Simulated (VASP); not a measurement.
# Ga2P (P6/mmm) in VASP: further runs

Ga2P is run at these levels: PBE; tasks: single point, relaxation of cell and atoms.

Everything below comes from runs of VASP 6.6.1. Logs are shortened: lines on timing, memory, paths and dates and some standing lists are left out, and cuts for length are marked.

**1. The cell of the first run**

Symmetry: P6/mmm, No. 191, hexagonal system. The conventional cell has a = 4.817 Å, b = 4.817 Å, c = 2.693 Å, α = 90.00°, β = 90.00°, γ = 120.00°. Within 3.6 Å of Ga (site symmetry -6m2) lie 5 Ga at 2.69 to 2.78 Å and 6 P at 3.09 Å. Within 3.6 Å of P (site symmetry 6/mmm) lie 2 P at 2.69 Å and 12 Ga at 3.09 Å.

The cell was generated, and may not be a known phase.

**2. Single point, PBE**

Input file INCAR:

```
SYSTEM = Ga2P
  ALGO = Normal
  EDIFF = 1E-6
  ENCUT = 520
  GGA = PE
  ISIF = 2
  ISMEAR = 0
  LASPH = .True.
  LCHARG = .True.
  LELF = .True.
  LREAL = .False.
  LVHAR = .True.
  LWAVE = .False.
  NBANDS = 22
  NELM = 60
  PREC = Accurate
  SIGMA = 0.1
```

Input file KPOINTS:

```
k-points
0
Gamma
  12 12 16
  0 0 0
```

Input file POSCAR:

```
Ga2P
1.0
    4.8168644443     -0.0000000034      0.0000000000
   -2.4084322192      4.1715269771      0.0000000000
    0.0000000000      0.0000000000      2.6930067708
Ga P
2 1
Direct
    0.6666666667      0.3333333333      0.5000000000
    0.3333333333      0.6666666667      0.5000000000
    0.0000000000      0.0000000000      0.0000000000
```

Potentials or basis: VASP PAW PBE potentials, release 64 (Ga_d, P).

The run is started by

```sh
$ cat potpaw_PBE.64/Ga_d/POTCAR potpaw_PBE.64/P/POTCAR > POTCAR
$ mpirun -np 1 vasp_std > vasp.out
```

OUTCAR:

```text
SYSTEM = Ga2P
   EDIFF = 1E-6
   ENCUT = 520
   GGA = PE
   ISIF = 2
   ISMEAR = 0
   LASPH = .True.
   LREAL = .False.
   NELM = 60
   PREC = Accurate

 ion  position               nearest neighbor table
   1  0.667  0.333  0.500-   2 2.78   2 2.78   2 2.78
   2  0.333  0.667  0.500-   1 2.78   1 2.78   1 2.78
   3  0.000  0.000  0.000-

  LATTYP: Found a hexagonal cell.
 ALAT       =     4.8168644443
 C/A-ratio  =     0.5590787953

  Lattice vectors:

 A1 = (   4.8168644443,  -0.0000000034,   0.0000000000)
 A2 = (  -2.4084322192,   4.1715269771,   0.0000000000)
 A3 = (   0.0000000000,   0.0000000000,   2.6930067708)

Analysis of symmetry for initial positions (statically):
=====================================================================
 Subroutine PRICEL returns:
 Original cell was already a primitive cell.

 Routine SETGRP: Setting up the symmetry group for a
 hexagonal supercell.

 Subroutine GETGRP returns: Found 24 space group operations
 (whereof 24 operations were pure point group operations)
 out of a pool of 24 trial point group operations.

The static configuration has the point symmetry D_6h.

Analysis of symmetry for dynamics (positions and initial velocities):
=====================================================================
 Subroutine PRICEL returns:
 Original cell was already a primitive cell.

 Routine SETGRP: Setting up the symmetry group for a
 hexagonal supercell.

 Subroutine GETGRP returns: Found 24 space group operations
 (whereof 24 operations were pure point group operations)
 out of a pool of 24 trial point group operations.

The dynamic configuration has the point symmetry D_6h.

 Subroutine INISYM returns: Found 24 space group operations
 (whereof 24 operations are pure point group operations),
 and found     1 'primitive' translations

----------------------------------------------------------------------------------------

                                     Primitive cell

  volume of cell :      54.1124

  direct lattice vectors                    reciprocal lattice vectors
     4.816864444 -0.000000003  0.000000000     0.207603932  0.119860186  0.000000000
    -2.408432219  4.171526977  0.000000000     0.000000000  0.239720372  0.000000000
     0.000000000  0.000000000  2.693006771     0.000000000  0.000000000  0.371332152

  length of vectors
     4.816864444  4.816864444  2.693006771     0.239720372  0.239720372  0.371332152

  position of ions in fractional coordinates (direct lattice)
     0.666666667  0.333333333  0.500000000
     0.333333333  0.666666667  0.500000000
     0.000000000  0.000000000  0.000000000

  ion indices of the primitive-cell ions
   primitive index   ion index
                 1           1
                 2           2
                 3           3

----------------------------------------------------------------------------------------

 KPOINTS: k-points

Automatic generation of k-mesh.
 Grid dimensions read from file:
 generate k-points for:   12   12   16

 Generating k-lattice:

  Cartesian coordinates                     Fractional coordinates (reciprocal lattice)
     0.017300328  0.009988349  0.000000000     0.083333333  0.000000000  0.000000000
     0.000000000  0.019976698  0.000000000     0.000000000  0.083333333  0.000000000
     0.000000000  0.000000000  0.023208260     0.000000000  0.000000000  0.062500000

  Length of vectors
     0.019976698  0.019976698  0.023208260

  Shift w.r.t. Gamma in fractional coordinates (k-lattice)
     0.000000000  0.000000000  0.000000000

 Subroutine IBZKPT returns following result:
 ===========================================

 Found    171 irreducible k-points:

 Following reciprocal coordinates:
            Coordinates               Weight
  0.000000  0.000000  0.000000      1.000000
  0.083333 -0.000000  0.000000      6.000000
  0.166667  0.000000  0.000000      6.000000
  0.250000 -0.000000  0.000000      6.000000
  0.333333 -0.000000  0.000000      6.000000
  0.416667 -0.000000  0.000000      6.000000
[... 16 lines left out ...]
  0.250000 -0.000000  0.062500     12.000000
  0.333333 -0.000000  0.062500     12.000000
 [... further k-points ...]
   k-points           NKPTS =    171   k-points in BZ     NKDIM =    171   number of bands    NBANDS=     22
   number of dos      NEDOS =    301   number of ions     NIONS =      3
   total plane-waves  NPLWV =  25920
   dimension x,y,z NGX =    36 NGY =   36 NGZ =   20
   dimension x,y,z NGXF=    72 NGYF=   72 NGZF=   40
   ions per type =               2   1
   NGX,Y,Z   is equivalent  to a cutoff of  12.42, 12.42, 12.35 a.u.
   NGXF,Y,Z  is equivalent  to a cutoff of  24.85, 24.85, 24.69 a.u.
 SYSTEM =  Ga2P
   PREC   = accura    normal or accurate (medium, high low for compatibility)
   ISTART =      0    job   : 0-new  1-cont  2-samecut
   ICHARG =      2    charge: 1-file 2-atom 10-const
   ISPIN  =      1    spin polarized calculation?
[... 72 lines left out ...]

 k-point     2 :       0.0833   -0.0000    0.0000
  band No.  band energies     occupation
      1      -8.9482      2.00000
      2      -8.8367      2.00000
      3      -8.7123      2.00000
      4      -8.7082      2.00000
      5      -8.6211      2.00000
      6      -8.6153      2.00000
[... 14 lines left out ...]
     21      15.3727      0.00000
     22      17.2719      0.00000

 k-point     3 :       0.1667    0.0000    0.0000
  band No.  band energies     occupation
      1      -8.9434      2.00000
      2      -8.8446      2.00000
      3      -8.7326      2.00000
      4      -8.7232      2.00000
      5      -8.6058      2.00000
      6      -8.5904      2.00000
[... 14 lines left out ...]
     21      15.4420      0.00000
     22      17.1133      0.00000

 k-point     4 :       0.2500   -0.0000    0.0000
  band No.  band energies     occupation
      1      -8.9364      2.00000
      2      -8.8566      2.00000
      3      -8.7520      2.00000
      4      -8.7403      2.00000
      5      -8.5881      2.00000
      6      -8.5645      2.00000
[... 14 lines left out ...]
     21      15.5416      0.00000
     22      16.9253      0.00000

 k-point     5 :       0.3333   -0.0000    0.0000
  band No.  band energies     occupation
      1      -8.9280      2.00000
      2      -8.8707      2.00000
      3      -8.7672      2.00000
      4      -8.7549      2.00000
      5      -8.5723      2.00000
      6      -8.5617      2.00000
[... 14 lines left out ...]
     21      15.6409      0.00000
     22      16.7622      0.00000

 k-point     6 :       0.4167   -0.0000    0.0000
  band No.  band energies     occupation
      1      -8.9196      2.00000
      2      -8.8837      2.00000
      3      -8.7766      2.00000
      4      -8.7644      2.00000
      5      -8.5629      2.00000
      6      -8.5616      2.00000
[... 14 lines left out ...]
     21      15.6437      0.00000
     22      16.6448      0.00000

 k-point     7 :       0.5000   -0.0000    0.0000
  band No.  band energies     occupation
      1      -8.9149      2.00000
      2      -8.8901      2.00000
      3      -8.7799      2.00000
      4      -8.7677      2.00000
      5      -8.5633      2.00000
      6      -8.5578      2.00000
[... 324 lines left out ...]
      6      -8.6263      2.00000
[... 14 lines left out ...]
     21      15.7532      0.00000
     22      16.8920      0.00000

 k-point    21 :       0.0833   -0.0000    0.0625
  band No.  band energies     occupation
      1      -8.9327      2.00000
      2      -8.8183      2.00000
      3      -8.7113      2.00000
      4      -8.7069      2.00000
      5      -8.6200      2.00000
      6      -8.6143      2.00000
[... 14 lines left out ...]
     21      15.7479      0.00000
     22      16.8477      0.00000

 k-point    22 :       0.1667    0.0000    0.0625
  band No.  band energies     occupation
      1      -8.9279      2.00000
      2      -8.8271      2.00000
      3      -8.7313      2.00000
      4      -8.7208      2.00000
      5      -8.6050      2.00000
      6      -8.5900      2.00000
[... 14 lines left out ...]
     21      15.6875      0.00000
     22      16.7527      0.00000

 k-point    23 :       0.2500   -0.0000    0.0625
  band No.  band energies     occupation
      1      -8.9208      2.00000
      2      -8.8403      2.00000
      3      -8.7506      2.00000
      4      -8.7364      2.00000
      5      -8.5876      2.00000
      6      -8.5713      2.00000
[... 14 lines left out ...]
     21      15.5700      0.00000
     22      16.6707      0.00000

 k-point    24 :       0.3333   -0.0000    0.0625
  band No.  band energies     occupation
      1      -8.9124      2.00000
      2      -8.8554      2.00000
      3      -8.7657      2.00000
      4      -8.7495      2.00000
      5      -8.5720      2.00000
      6      -8.5716      2.00000
[... 14 lines left out ...]
     21      15.4310      0.00000
     22      16.6074      0.00000

 [... further k-points ...]

------------------------ aborting loop because EDIFF is reached ----------------------------------------

  FORCE on cell =-STRESS in cart. coord.  units (eV):
  Direction    XX          YY          ZZ          XY          YZ          ZX
  --------------------------------------------------------------------------------------
  -------------------------------------------------------------------------------------
  Total        0.0220369      0.0220369      0.0140490      0.0000000      0.0000000      0.0000000
  in kB        0.6524745      0.6524745      0.4159675      0.0000000      0.0000000      0.0000000
  external PRESSURE =       0.5736389 kB  Pullay stress =       0.0000000 kB

 VOLUME and BASIS-vectors are now :
 -----------------------------------------------------------------------------
  energy-cutoff  :      520.00
  volume of cell :       54.11
      direct lattice vectors                 reciprocal lattice vectors
     4.816864444 -0.000000003  0.000000000     0.207603932  0.119860186  0.000000000
    -2.408432219  4.171526977  0.000000000     0.000000000  0.239720372  0.000000000
     0.000000000  0.000000000  2.693006771     0.000000000  0.000000000  0.371332152

 POSITION                                       TOTAL-FORCE (eV/Angst)
 -----------------------------------------------------------------------------------
      2.40843      1.39051      1.34650         0.000000      0.000000      0.000000
      0.00000      2.78102      1.34650        -0.000000     -0.000000     -0.000000
      0.00000      0.00000      0.00000         0.000000      0.000000      0.000000
 -----------------------------------------------------------------------------------
    total drift:                                0.000000      0.000000     -0.000000

  FREE ENERGIE OF THE ION-ELECTRON SYSTEM (eV)
  ---------------------------------------------------
  free  energy   TOTEN  =       -10.2960694689 eV

  energy  without entropy=      -10.2923368522  energy(sigma->0) =      -10.29420316
```

Wall time 1.9 min (1 thread of Intel Xeon Platinum 8259CL at 2.50GHz (Skylake/Cascade Lake), shared host); peak memory 0.29 GiB.

Results:

| Quantity | Value |
| --- | --- |
| Free energy | -10.2961 eV |
| Pressure | 0.1 GPa |
| Band gap on the k mesh | zero (an odd number of electrons rules out a gap without spin polarisation) |

Levels at points of the mesh, in eV from the Fermi level:
| k point | band 12 | band 13 | band 14 | band 15 | band 16 | band 17 | band 18 | band 19 | band 20 | band 21 |
| --- | --- | --- | --- | --- | --- | --- | --- | --- | --- | --- |
| (0.00, 0.00, 0.00) | -6.87 | -3.56 | -3.56 | -3.49 | -1.96 | -1.96 | 4.62 | 9.03 | 9.06 | 9.06 |
| (0.50, 0.00, 0.00) | -9.33 | -6.25 | -5.08 | 0.65 | 2.23 | 2.64 | 4.22 | 4.96 | 6.07 | 9.03 |
| (0.00, 0.00, 0.50) | -6.99 | -1.60 | -1.59 | -0.30 | -0.30 | 1.21 | 1.87 | 1.99 | 1.99 | 3.17 |
| (0.50, 0.00, 0.50) | -5.62 | -4.32 | -3.93 | -1.28 | -0.85 | -0.66 | 0.19 | 3.39 | 6.28 | 8.61 |

**3. Relaxation of cell and atoms, PBE**

This run uses another cell than the first one, of 20.24 Å³/atom.

Input file INCAR:

```
SYSTEM = Ga2P
ALGO     = Normal         ! electronic algorithm
EDIFF    = 1E-7           ! SCF threshold, eV
EDIFFG   = -0.01          ! ionic threshold
ENCUT    = 600            ! plane-wave cutoff, eV
GGA      = PE             ! functional
IBRION   = 2              ! ionic algorithm
ISIF     = 3              ! what is computed and relaxed
ISMEAR   = 0              ! smearing method
LASPH    = .True.         ! aspherical terms in the spheres
LCHARG   = .False.        ! write CHGCAR
LREAL    = .False.        ! projectors in reciprocal space
LWAVE    = .False.        ! write WAVECAR
NELM     = 60             ! most SCF steps
NSW      = 100            ! ionic steps
PREC     = Accurate       ! precision mode
SIGMA    = 0.1            ! smearing width, eV
```

Input file KPOINTS:

```
k-points
0
Gamma
  12 12 12
  0 0 0
```

Input file POSCAR:

```
Ga2P
1.0
    4.0362867300      0.0000000000      0.0000000000
   -2.0181433600      3.4955268400      0.0000000000
    0.0000000000      0.0000000000      4.3044481900
Ga P
2 1
Direct
    0.6666666700      0.3333333300      0.5000000000
    0.3333333300      0.6666666700      0.5000000000
    0.0000000000      0.0000000000      0.0000000000
```

Potentials or basis: VASP PAW PBE potentials, release 64 (Ga_d, P).

The run is started by

```sh
$ cat potpaw_PBE.64/Ga_d/POTCAR potpaw_PBE.64/P/POTCAR > POTCAR
$ mpirun -np 1 vasp_std > vasp.out
```

Run time: 25 min. Hardware: 1 thread of Intel Xeon Platinum 8259CL at 2.50GHz (Skylake/Cascade Lake), shared host; peak memory 0.33 GiB.

The run converged. Its results:

* Free energy: -10.2993 eV
* Relaxed volume: 18.13 Å³/atom
* Relaxed cell: a = 4.767 Å, b = 4.767 Å, c = 2.763 Å, α = 90.00°, β = 90.00°, γ = 120.00°
* Space group after relaxing (to 0.1 Å): P6/mmm (No. 191)
* Energy gained by relaxing: 348.0 meV/atom
* Ionic steps: 16
* Pressure after relaxing: 0.1 GPa
* Band gap on the k mesh: zero (an odd number of electrons rules out a gap without spin polarisation)

Step by step:
```csv
step,energy change (eV),largest force (eV/Å),pressure (GPa),volume (Å³)
1,0.0000,0.0000,2.39,60.73
2,-0.4146,0.0000,-2.74,63.14
3,-0.5561,0.0000,-4.95,64.96
4,-0.7554,0.0000,-1.70,58.67
5,-0.8302,0.0000,2.56,53.66
6,-0.8323,0.0000,4.01,52.37
7,-0.9014,0.0000,4.33,50.95
8,-0.9149,0.0000,5.52,50.21
9,-0.8973,0.0000,8.29,48.51
10,-0.9331,0.0000,6.47,49.66
11,-0.9317,0.0000,7.37,49.10
12,-0.9889,0.0000,0.17,54.46
13,-1.0049,0.0000,2.09,52.49
14,-1.0362,0.0000,0.86,53.62
15,-1.0420,0.0000,-0.31,54.77
16,-1.0441,0.0000,0.06,54.38
```

Final structure:
```xyz
3
Lattice="4.7667 0.0000 0.0000 -2.3833 4.1281 0.0000 0.0000 0.0000 2.7634" Properties=species:S:1:pos:R:3 pbc="T T T"
Ga    2.3833    1.3760    1.3817
Ga    0.0000    2.7520    1.3817
P     0.0000    0.0000    0.0000
```

Levels at points of the mesh, in eV from the Fermi level:
| k point | band 12 | band 13 | band 14 | band 15 | band 16 | band 17 | band 18 | band 19 |
| --- | --- | --- | --- | --- | --- | --- | --- | --- |
| (0.00, 0.00, 0.00) | -6.47 | -3.27 | -3.27 | -3.02 | -1.69 | -1.69 | 4.05 | 8.56 |
| (0.50, 0.00, 0.00) | -9.13 | -5.91 | -4.84 | 1.08 | 2.69 | 3.00 | 4.45 | 4.63 |
| (0.00, 0.00, 0.50) | -7.05 | -1.37 | -1.32 | -0.27 | -0.27 | 1.89 | 1.94 | 1.94 |
| (0.50, 0.00, 0.50) | -5.48 | -4.50 | -3.89 | -1.23 | -0.64 | -0.62 | 0.14 | 3.69 |

Caveat: a cell axis changed by over 15 % at a fixed basis, so the end point is rough.

**4. Relaxation of cell and atoms, PBE**

This run uses another cell than the first one, of 18.14 Å³/atom.

Input file INCAR:

```
PREC = Accurate
ENCUT = 600
EDIFF = 1E-7
ISMEAR = 0
SIGMA = 0.1
LREAL = F
LASPH = T
NELM = 60
ALGO = Normal
ISIF = 3
LWAVE = F
LCHARG = F
GGA = PE
IBRION = 2
NSW = 100
EDIFFG = -0.01
```

Input file KPOINTS:

```
Automatic mesh
0
Gamma
  12 12 16
```

Input file POSCAR:

```
Ga2P
1.0
    4.7696634259     -0.0000000034      0.0000000000
   -2.3848317100      4.1306496960      0.0000000000
    0.0000000000      0.0000000000      2.7629112433
Ga P
2 1
Direct
    0.6666666667      0.3333333333      0.5000000000
    0.3333333333      0.6666666667      0.5000000000
    0.0000000000      0.0000000000      0.0000000000
```

The run is started by

```sh
$ cat potpaw_PBE.64/Ga_d/POTCAR potpaw_PBE.64/P/POTCAR > POTCAR
$ mpirun -np 1 vasp_std > vasp.out
```

Run time: 17 min. Hardware: 1 thread of Intel Xeon Platinum 8259CL at 2.50GHz (Skylake/Cascade Lake), shared host; peak memory 0.34 GiB.

It converged, with:

```yaml
Free_energy: -10.2960 eV
Relaxed_volume: 18.05 Å³/atom
Relaxed_cell: a = 4.818 Å, b = 4.818 Å, c = 2.693 Å, α = 90.00°, β = 90.00°, γ = 120.00°
Space_group_after_relaxing_to_0.1_Å: P6/mmm (No. 191)
Energy_gained_by_relaxing: 4.5 meV/atom
Ionic_steps: 12
Pressure_after_relaxing: 0.0 GPa
Band_gap_on_the_k_mesh: zero (an odd number of electrons rules out a gap without spin polarisation)
```

Step by step:
```
step  energy change (eV)  largest force (eV/Å)  pressure (GPa)  volume (Å³)
   1              0.0000                0.0000           -0.03        54.43
   2             -0.0061                0.0000           -0.16        54.41
   3             -0.0101                0.0000           -0.02        54.29
   4             -0.0129                0.0000           -0.21        54.36
   5             -0.0133                0.0000           -0.16        54.33
   6             -0.0134                0.0000           -0.18        54.34
   7             -0.0134                0.0000           -0.20        54.34
   8             -0.0135                0.0000            0.09        54.09
   9             -0.0135                0.0000           -0.02        54.17
  10             -0.0135                0.0000            0.04        54.17
  11             -0.0135                0.0000           -0.04        54.17
  12             -0.0135                0.0000            0.02        54.14
```

Final structure:
```xyz
3
Lattice="4.8178 0.0000 0.0000 -2.4089 4.1723 0.0000 0.0000 0.0000 2.6933" Properties=species:S:1:pos:R:3 pbc="T T T"
Ga    2.4089    1.3908    1.3467
Ga    0.0000    2.7816    1.3467
P     0.0000    0.0000    0.0000
```

Levels at points of the mesh, in eV from the Fermi level:
| k point | band 14 | band 15 | band 16 | band 17 | band 18 | band 19 |
| --- | --- | --- | --- | --- | --- | --- |
| (0.00, 0.00, 0.00) | -3.55 | -3.49 | -1.96 | -1.96 | 4.62 | 9.05 |
| (0.50, 0.00, 0.00) | -5.07 | 0.65 | 2.23 | 2.64 | 4.22 | 4.95 |
| (0.00, 0.00, 0.50) | -1.59 | -0.30 | -0.30 | 1.21 | 1.87 | 2.00 |
| (0.50, 0.00, 0.50) | -3.93 | -1.28 | -0.85 | -0.66 | 0.19 | 3.39 |

**5. The runs side by side**

| task | cell | k mesh | cutoff (eV) | gap on the mesh (eV) | pressure (GPa) | relaxed volume (Å³/atom) |
| --- | --- | --- | --- | --- | --- | --- |
| single point | a = 4.817, b = 4.817, c = 2.693 Å, angles 90.0, 90.0, 120.0°, 3 atoms | 12 × 12 × 16 | 520 | none | 0.1 | - |
| relaxation of cell and atoms | relaxed from a = 4.036, b = 4.036, c = 4.304 Å, angles 90.0, 90.0, 120.0°, 3 atoms | 12 × 12 × 12 | 600 | none | 0.1 | 18.13 |
| relaxation of cell and atoms | relaxed from a = 4.770, b = 4.770, c = 2.763 Å, angles 90.0, 90.0, 120.0°, 3 atoms | 12 × 12 × 16 | 600 | none | 0.0 | 18.05 |

Alike in all rows: level PBE; potentials or basis VASP PAW PBE potentials, release 64 (Ga_d, P); no spin polarisation; smearing gaussian 0.1 eV.

Caveats: a cell axis changed by over 15 % at a fixed basis, so the end point is rough (at least some runs).

Absolute energies hang on the potentials; compare differences alone.
